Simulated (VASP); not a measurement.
# ZnSe2 (Pa-3) in VASP: further runs

The runs below take ZnSe2 through single point, with PBEsol.

All numbers are computed with VASP 6.6.1; they aren't measurements. Logs are shortened: lines on timing, memory, paths and dates and some standing lists are left out, and cuts for length are marked.

## (1) The cell of the first run

The structure is cubic, space group Pa-3 (No. 205). Conventional cell: a = 6.011 Å, b = 6.011 Å, c = 6.011 Å, α = 90.00°, β = 90.00°, γ = 90.00°. Zn (site symmetry -3) has 6 Se at 2.52 Å within 3.3 Å. Within 3.1 Å of Se (site symmetry 3) lie 1 Se at 2.34 Å and 3 Zn at 2.52 Å.

## (2) Single point, PBEsol

INCAR

```
SYSTEM = ZnSe2
ALGO = Normal
EDIFF = 1E-6
ENCUT = 500
GGA = PS
GGA_COMPAT = .False.
ISIF = 2
ISMEAR = 0
LASPH = .True.
LCHARG = .False.
LREAL = .False.
LWAVE = .False.
NBANDS = 60
NELM = 120
PREC = Accurate
SIGMA = 0.02
```

KPOINTS

```
k-points
0
Gamma
  4 4 4
  0 0 0
```

POSCAR

```
ZnSe2
1.0
    6.0105956842      0.0000000000      0.0000000000
    0.0000000000      6.0105956842      0.0000000000
    0.0000000000      0.0000000000      6.0105956842
Zn Se
4 8
Direct
    0.5000000000      0.5000000000      0.0000000000
    0.5000000000      0.0000000000      0.5000000000
    0.0000000000      0.5000000000      0.5000000000
    0.0000000000      0.0000000000      0.0000000000
    0.1125817604      0.8874182396      0.3874182396
    0.8874182396      0.3874182396      0.1125817604
    0.3874182396      0.1125817604      0.8874182396
    0.6125817604      0.6125817604      0.6125817604
    0.8874182396      0.1125817604      0.6125817604
    0.1125817604      0.6125817604      0.8874182396
    0.6125817604      0.8874182396      0.1125817604
    0.3874182396      0.3874182396      0.3874182396
```

Potentials or basis: VASP PAW PBE potentials, release 64 (Zn, Se).

Started as:

```
cat potpaw_PBE.64/Zn/POTCAR potpaw_PBE.64/Se/POTCAR > POTCAR
mpirun -np 1 vasp_std > vasp.out
```

OUTCAR:

```text
SYSTEM = ZnSe2
   EDIFF = 1E-6
   ENCUT = 500
   GGA = PS
   ISIF = 2
   ISMEAR = 0
   LASPH = .True.
   LREAL = .False.
   NELM = 120
   PREC = Accurate

 ion  position               nearest neighbor table
   1  0.500  0.500  0.000-   6 2.52   7 2.52   8 2.52  10 2.52  11 2.52  12 2.52
   2  0.500  0.000  0.500-   5 2.52   7 2.52   8 2.52   9 2.52  11 2.52  12 2.52
   3  0.000  0.500  0.500-   5 2.52   6 2.52   8 2.52   9 2.52  10 2.52  12 2.52
   4  0.000  0.000  0.000-   5 2.52   6 2.52   7 2.52   9 2.52  10 2.52  11 2.52
   5  0.113  0.887  0.387-   9 2.34   3 2.52   4 2.52   2 2.52
   6  0.887  0.387  0.113-  10 2.34   3 2.52   4 2.52   1 2.52
   7  0.387  0.113  0.887-  11 2.34   2 2.52   4 2.52   1 2.52
   8  0.613  0.613  0.613-  12 2.34   2 2.52   3 2.52   1 2.52
   9  0.887  0.113  0.613-   5 2.34   3 2.52   4 2.52   2 2.52
  10  0.113  0.613  0.887-   6 2.34   3 2.52   4 2.52   1 2.52
  11  0.613  0.887  0.113-   7 2.34   2 2.52   4 2.52   1 2.52
  12  0.387  0.387  0.387-   8 2.34   2 2.52   3 2.52   1 2.52

  LATTYP: Found a simple cubic cell.
 ALAT       =     6.0105956842

  Lattice vectors:

 A1 = (   6.0105956842,   0.0000000000,   0.0000000000)
 A2 = (   0.0000000000,   6.0105956842,   0.0000000000)
 A3 = (   0.0000000000,   0.0000000000,   6.0105956842)

Analysis of symmetry for initial positions (statically):
=====================================================================
 Subroutine PRICEL returns:
 Original cell was already a primitive cell.

 Routine SETGRP: Setting up the symmetry group for a
 simple cubic supercell.

 Subroutine GETGRP returns: Found 24 space group operations
 (whereof  6 operations were pure point group operations)
 out of a pool of 48 trial point group operations.

The static configuration has the point symmetry S_6 .
 The point group associated with its full space group is T_h .

Analysis of symmetry for dynamics (positions and initial velocities):
=====================================================================
 Subroutine PRICEL returns:
 Original cell was already a primitive cell.

 Routine SETGRP: Setting up the symmetry group for a
 simple cubic supercell.

 Subroutine GETGRP returns: Found 24 space group operations
 (whereof  6 operations were pure point group operations)
 out of a pool of 48 trial point group operations.

The dynamic configuration has the point symmetry S_6 .
 The point group associated with its full space group is T_h .

 Subroutine INISYM returns: Found 24 space group operations
 (whereof  6 operations are pure point group operations),
 and found     1 'primitive' translations

----------------------------------------------------------------------------------------

                                     Primitive cell

  volume of cell :     217.1464

  direct lattice vectors                    reciprocal lattice vectors
     6.010595684  0.000000000  0.000000000     0.166372861  0.000000000  0.000000000
     0.000000000  6.010595684  0.000000000     0.000000000  0.166372861  0.000000000
     0.000000000  0.000000000  6.010595684     0.000000000  0.000000000  0.166372861

  length of vectors
     6.010595684  6.010595684  6.010595684     0.166372861  0.166372861  0.166372861

  position of ions in fractional coordinates (direct lattice)
     0.500000000  0.500000000  0.000000000
     0.500000000  0.000000000  0.500000000
     0.000000000  0.500000000  0.500000000
     0.000000000  0.000000000  0.000000000
     0.112581760  0.887418240  0.387418240
     0.887418240  0.387418240  0.112581760
     0.387418240  0.112581760  0.887418240
     0.612581760  0.612581760  0.612581760
     0.887418240  0.112581760  0.612581760
     0.112581760  0.612581760  0.887418240
     0.612581760  0.887418240  0.112581760
     0.387418240  0.387418240  0.387418240

  ion indices of the primitive-cell ions
   primitive index   ion index
                 1           1
                 2           2
                 3           3
                 4           4
                 5           5
                 6           6
                 7           7
                 8           8
                 9           9
                10          10
                11          11
                12          12

----------------------------------------------------------------------------------------

 KPOINTS: k-points

Automatic generation of k-mesh.
 Grid dimensions read from file:
 generate k-points for:    4    4    4

 Generating k-lattice:

  Cartesian coordinates                     Fractional coordinates (reciprocal lattice)
     0.041593215  0.000000000  0.000000000     0.250000000  0.000000000  0.000000000
     0.000000000  0.041593215  0.000000000     0.000000000  0.250000000  0.000000000
     0.000000000  0.000000000  0.041593215     0.000000000  0.000000000  0.250000000

  Length of vectors
     0.041593215  0.041593215  0.041593215

  Shift w.r.t. Gamma in fractional coordinates (k-lattice)
     0.000000000  0.000000000  0.000000000

 Subroutine IBZKPT returns following result:
 ===========================================

 Found     11 irreducible k-points:

 Following reciprocal coordinates:
            Coordinates               Weight
  0.000000  0.000000  0.000000      1.000000
  0.250000  0.000000  0.000000      6.000000
  0.500000  0.000000  0.000000      3.000000
  0.250000  0.250000  0.000000     12.000000
  0.500000  0.250000  0.000000      6.000000
 -0.250000  0.500000  0.000000      6.000000
  0.500000  0.500000  0.000000      3.000000
  0.250000  0.250000  0.250000      8.000000
  0.500000  0.250000  0.250000     12.000000
  0.500000  0.500000  0.250000      6.000000
  0.500000  0.500000  0.500000      1.000000
   k-points           NKPTS =     11   k-points in BZ     NKDIM =     11   number of bands    NBANDS=     60
   number of dos      NEDOS =    301   number of ions     NIONS =     12
   total plane-waves  NPLWV = 110592
   dimension x,y,z NGX =    48 NGY =   48 NGZ =   48
   dimension x,y,z NGXF=    96 NGYF=   96 NGZF=   96
   ions per type =               4   8
   NGX,Y,Z   is equivalent  to a cutoff of  13.28, 13.28, 13.28 a.u.
   NGXF,Y,Z  is equivalent  to a cutoff of  26.55, 26.55, 26.55 a.u.
 SYSTEM =  ZnSe2
   PREC   = accura    normal or accurate (medium, high low for compatibility)
   ISTART =      0    job   : 0-new  1-cont  2-samecut
   ICHARG =      2    charge: 1-file 2-atom 10-const
   ISPIN  =      1    spin polarized calculation?
   LNONCOLLINEAR =      F non collinear calculations
   LSORBIT =      F    spin-orbit coupling
   LASPH  =      T    aspherical Exc in radial PAW
   ENCUT  =  500.0 eV  36.75 Ry    6.06 a.u.  10.96 10.96 10.96*2*pi/ulx,y,z
   NELM   =    120;   NELMIN=  2; NELMDL= -5     # of ELM steps
   EDIFF  = 0.1E-05   stopping-criterion for ELM
   LREAL  =      F    real-space projection
   EDIFFG = 0.1E-04   stopping-criterion for IOM
   NSW    =      0    number of steps for IOM
   IBRION =     -1    ionic relax: 0-MD 1-quasi-New 2-CG
   NFREE  =      0    steps in history (QN), initial steepest desc. (CG)
   ISIF   =      2    stress and relaxation
   ISYM   =      2    0-nonsym 1-usesym 2-fastsym
   POTIM  = 0.5000    time-step for ionic-motion
   TEBEG  =    0.0;   TEEND  =   0.0 temperature during run
   PSTRESS=    0.0 pullay stress
   NELECT =      96.0000    total number of electrons
   NUPDOWN=      -1.0000    fix difference up-down
   EMIN   =  10.00;   EMAX   =-10.00  energy-range for DOS
   EFERMI =   0.00;   METHOD = LEGACY
   ISMEAR =     0;   SIGMA  =   0.02  broadening in eV -4-tet -1-fermi 0-gaus
   EFERMI_NEDOS =   21; number of points for ismear=-14 and -15
   IALGO  =     38    algorithm
   IMIX   =      4    mixing-type and parameters
     AMIX     =   0.40;   BMIX     =  1.00
     AMIX_MAG =   1.60;   BMIX_MAG =  1.00
  volume/ion in A,a.u.               =      18.10       122.11
  Fermi-wavevector in a.u.,A,eV,Ry     =   1.247138  2.356748 21.161853  1.555352
  Thomas-Fermi vector in A             =   2.381283
   LORBIT       =      0    0 simple, 1 ext, 2 COOP (PROOUT), +10 PAW based schemes
   GGA     = PS    functional components
   LHFCALC =     F    Hartree Fock is set to
   AEXX    =    0.0000 exact exchange contribution
   IVDW    =     0    specifies the selected vdW correction
   LEPSILON=     F    determine dielectric tensor
   LRPA    =     F    only Hartree local field effects (RPA)
 non-spin polarized calculation
 Gauss-broadening in eV      SIGMA  =   0.02
  energy-cutoff  :      500.00
  volume of cell :      217.15
 maximum number of plane-waves:      5552
 NGX is ok and might be reduce to    48
   NGX = 21   NGY = 21   NGZ = 21

 number of electron      96.0000096 magnetization

 Free energy of the ion-electron system (eV)
  ---------------------------------------------------
  ext. energy  EPLUGINS =         0.00000000
  ---------------------------------------------------
  free energy    TOTEN  =       -40.45508964 eV

  energy without entropy =      -40.45508964  energy(sigma->0) =      -40.45508964

 E-fermi :   5.4632     XC(G=0): -10.9129

 val. band max:        5.3240630513   @ k =   0.0000   0.0000   0.0000
 cond. band min:       5.7021971694   @ k =   0.0000   0.0000   0.0000
 fundamental gap:      0.3781341182
 Fermi energy:         5.4631933697

 k-point     1 :       0.0000    0.0000    0.0000
  band No.  band energies     occupation
      1     -11.2394      2.00000
      2      -9.6957      2.00000
      3      -9.6957      2.00000
      4      -9.6957      2.00000
      5      -7.5296      2.00000
      6      -7.5296      2.00000
[... 52 lines left out ...]
     59      10.4643      0.00000
     60      11.5952      0.00000

 k-point     2 :       0.2500    0.0000    0.0000
  band No.  band energies     occupation
      1     -11.0666      2.00000
      2     -10.0027      2.00000
      3      -9.6666      2.00000
      4      -9.6647      2.00000
      5      -7.4931      2.00000
      6      -7.4726      2.00000
[... 52 lines left out ...]
     59      10.4890      0.00000
     60      10.7159      0.00000

 k-point     3 :       0.5000    0.0000    0.0000
  band No.  band energies     occupation
      1     -10.5947      2.00000
      2     -10.5947      2.00000
      3      -9.6346      2.00000
      4      -9.6346      2.00000
      5      -7.4412      2.00000
      6      -7.4412      2.00000
[... 493 lines left out ...]
     59      10.1491      0.00000
     60      10.1491      0.00000

 k-point    11 :       0.5000    0.5000    0.5000
  band No.  band energies     occupation
      1      -9.9962      2.00000
      2      -9.9962      2.00000
      3      -9.9962      2.00000
      4      -9.9962      2.00000
      5      -7.7380      2.00000
      6      -7.7380      2.00000
[... 52 lines left out ...]
     59       9.9173      0.00000
     60       9.9173      0.00000

------------------------ aborting loop because EDIFF is reached ----------------------------------------

  FORCE on cell =-STRESS in cart. coord.  units (eV):
  Direction    XX          YY          ZZ          XY          YZ          ZX
  --------------------------------------------------------------------------------------
  -------------------------------------------------------------------------------------
  Total       14.1063537     14.1063537     14.1063537     -0.0000000      0.0000000     -0.0000000
  in kB      104.0813236    104.0813236    104.0813236     -0.0000000      0.0000000     -0.0000000
  external PRESSURE =     104.0813236 kB  Pullay stress =       0.0000000 kB

 VOLUME and BASIS-vectors are now :
 -----------------------------------------------------------------------------
  energy-cutoff  :      500.00
  volume of cell :      217.15
      direct lattice vectors                 reciprocal lattice vectors
     6.010595684  0.000000000  0.000000000     0.166372861  0.000000000  0.000000000
     0.000000000  6.010595684  0.000000000     0.000000000  0.166372861  0.000000000
     0.000000000  0.000000000  6.010595684     0.000000000  0.000000000  0.166372861

 POSITION                                       TOTAL-FORCE (eV/Angst)
 -----------------------------------------------------------------------------------
      3.00530      3.00530      0.00000        -0.000000      0.000000     -0.000000
      3.00530      0.00000      3.00530        -0.000000      0.000000     -0.000000
      0.00000      3.00530      3.00530        -0.000000      0.000000     -0.000000
      0.00000      0.00000      0.00000        -0.000000      0.000000     -0.000000
      0.67668      5.33391      2.32861         0.018361     -0.018361     -0.018361
      5.33391      2.32861      0.67668        -0.018361     -0.018361      0.018361
      2.32861      0.67668      5.33391        -0.018361      0.018361     -0.018361
      3.68198      3.68198      3.68198         0.018361      0.018361      0.018361
      5.33391      0.67668      3.68198        -0.018361      0.018361      0.018361
      0.67668      3.68198      5.33391         0.018361      0.018361     -0.018361
      3.68198      5.33391      0.67668         0.018361     -0.018361      0.018361
      2.32861      2.32861      2.32861        -0.018361     -0.018361     -0.018361
 -----------------------------------------------------------------------------------
    total drift:                                0.000000      0.000000     -0.000000

  FREE ENERGIE OF THE ION-ELECTRON SYSTEM (eV)
  ---------------------------------------------------
  free  energy   TOTEN  =       -40.4550896403 eV

  energy  without entropy=      -40.4550896403  energy(sigma->0) =      -40.45508964
```

Run time: 2.5 min. Hardware: 1 thread of Intel Xeon 6975P-C, shared host; peak memory 0.37 GiB.

Results:

* Free energy: -40.4551 eV
* Pressure: 10.4 GPa
* Largest force: 0.032 eV/Å
* Band gap on the k mesh: 0.38 eV, direct

Forces in eV/Å, atoms in the order of the input:
```
Zn   0.000  0.000  0.000
Zn   0.000  0.000  0.000
Zn   0.000  0.000  0.000
Zn   0.000  0.000  0.000
Se   0.018 -0.018 -0.018
Se  -0.018 -0.018  0.018
Se  -0.018  0.018 -0.018
Se   0.018  0.018  0.018
Se  -0.018  0.018  0.018
Se   0.018  0.018 -0.018
Se   0.018 -0.018  0.018
Se  -0.018 -0.018 -0.018
```

Levels at points of the mesh, in eV from the valence-band top:
```
           k point  band 46  band 47  band 48  band 49  band 50  band 51
(0.00, 0.00, 0.00)    -1.00     0.00     0.00     0.38     2.09     2.24
(0.50, 0.00, 0.00)    -1.64    -0.20    -0.20     1.04     1.04     1.22
(0.50, 0.50, 0.00)    -1.78    -1.78    -1.78     1.08     1.08     1.08
(0.50, 0.50, 0.50)    -2.09    -2.09    -2.09     0.89     0.89     0.89
```

Caveat: the PAW data sets were made with another functional, which shifts forces and pressure a little. A k mesh can miss the band edges.

## (3) Single point, PBEsol

INCAR

```
ALGO = Normal
EDIFF = 1E-6
ENCUT = 500
GGA = PS
GGA_COMPAT = False
ISIF = 2
ISMEAR = 0
LASPH = True
LCHARG = True
LELF = True
LREAL = False
LVHAR = True
LWAVE = False
NBANDS = 60
NELM = 120
PREC = Accurate
SIGMA = 0.02
```

KPOINTS

```
k-points
0
Gamma
  4 4 4
```

POSCAR is that of step 2.

Potentials or basis: VASP PAW PBE potentials, release 64 (Zn, Se).

Started as:

```
cat potpaw_PBE.64/Zn/POTCAR potpaw_PBE.64/Se/POTCAR > POTCAR
mpirun -np 1 vasp_std > vasp.out
```

Wall time 2.5 min (1 thread of Intel Xeon 6975P-C, shared host); peak memory 0.37 GiB.

Results (log left out):

```
Free energy            : -40.4551 eV
Pressure               : 10.4 GPa
Largest force          : 0.032 eV/Å
Band gap on the k mesh : 0.38 eV, direct
```

Forces on the atoms (eV/Å):
```
Zn   0.000  0.000  0.000
Zn   0.000  0.000  0.000
Zn   0.000  0.000  0.000
Zn   0.000  0.000  0.000
Se   0.018 -0.018 -0.018
Se  -0.018 -0.018  0.018
Se  -0.018  0.018 -0.018
Se   0.018  0.018  0.018
Se  -0.018  0.018  0.018
Se   0.018  0.018 -0.018
Se   0.018 -0.018  0.018
Se  -0.018 -0.018 -0.018
```

Levels at points of the mesh, in eV from the valence-band top:
```csv
k point,band 44,band 45,band 46,band 47,band 48,band 49,band 50,band 51,band 52,band 53
"(0.00, 0.00, 0.00)",-1.00,-1.00,-1.00,0.00,0.00,0.38,2.09,2.24,2.24,2.24
"(0.50, 0.00, 0.00)",-2.53,-1.64,-1.64,-0.20,-0.20,1.04,1.04,1.22,1.22,3.23
"(0.50, 0.50, 0.00)",-2.12,-1.78,-1.78,-1.78,-1.78,1.08,1.08,1.08,1.08,2.94
"(0.50, 0.50, 0.50)",-2.84,-2.09,-2.09,-2.09,-2.09,0.89,0.89,0.89,0.89,3.20
```

Caveat: the PAW data sets were made with another functional, which shifts forces and pressure a little.

(Continued in part 2 of 2.)
